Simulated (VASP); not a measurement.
# Si: single point with PBE

The system is Si.

```xyz
2
Lattice="2.7201 0.0000 0.0000 -1.3600 2.3557 0.0000 0.0000 0.0000 4.4139" Properties=species:S:1:pos:R:3 pbc="T T T"
Si    0.0000    1.5704    1.1035
Si    1.3600    0.7852    3.3105
```

| Quantity | Value |
| --- | --- |
| Program | VASP 6.6.1 |
| Task | single point |
| Functional | PBE |
| Potentials or basis | VASP PAW PBE potentials, release 64 (Si) |
| Cutoff | 520 eV |
| k mesh | 9 × 9 × 5 |
| Occupations | fermi-dirac, width 0.05 eV |
| Spin | no spin polarisation |
| Dipole correction | no |
| Further INCAR settings | ALGO = Normal; EDIFF = 1e-06; NBANDS = 11 |

- Pressure: 1.7 GPa
- Band gap on the k mesh: zero (band 4 reaches 18.65 eV, above the bottom of band 5 at 6.65 eV)

Stress tensor (GPa, compression positive):
```
1.80 0.00 0.00
0.00 1.80 0.00
0.00 0.00 1.60
```

Levels at points of the mesh, in eV from the Fermi level:
```
           k point  band 2  band 3  band 4  band 5  band 6  band 7
(0.00, 0.00, 0.00)   -7.70   -7.18    8.06    8.06    9.53    9.53
```

Wall time 11 s on 1 thread of Intel Xeon 8259CL, with other jobs on the host, peak memory 0.13 GiB.
